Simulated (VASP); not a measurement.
Tl2Br3, 5 atoms in the cell. It takes space group P-3m1 (No. 164, trigonal). The conventional cell has a = 4.744 Å, b = 4.744 Å, c = 7.381 Å, α = 90.00°, β = 90.00°, γ = 120.00°. Within 3.8 Å of Tl (site symmetry 3m) lie 7 Br at 2.86 to 3.28 Å. Br (site symmetry -3m) has 6 Tl at 3.28 Å and 6 Br at 3.79 Å within 4.3 Å. Within 3.8 Å of Br (site symmetry 3m) lie 4 Tl at 2.86 to 2.95 Å and 6 Br at 3.48 to 3.79 Å. 

```yaml
Program: VASP 6.6.1
Task: single point
Functional: r2SCAN
Potentials_or_basis: VASP PAW PBE potentials, release 64 (Tl_d, Br)
Cutoff: 520 eV
k_mesh: 6 × 6 × 4
Occupations: gaussian, width 0.1 eV
Spin: no spin polarisation
Dipole_correction: no
Further_INCAR_settings: ALGO = Normal; EDIFF = 1e-07; NBANDS = 32
```

Potentials or basis: VASP PAW PBE potentials, release 64 (Tl_d, Br).

Command:

```console
$ cat potpaw_PBE.64/Tl_d/POTCAR potpaw_PBE.64/Br/POTCAR > POTCAR
$ cp INCAR.step1 INCAR
$ mpirun -np 1 vasp_std > vasp.out
$ cp INCAR.step2 INCAR
$ mpirun -np 1 vasp_std > vasp.out
```

Hardware: 1 thread of Intel Xeon 8259CL, on a shared host.

Estimate the wall time of this run.

Run time: 8.6 min on 1 thread of Intel Xeon 8259CL (shared host), peak memory 0.33 GiB. Counts: k points 24.
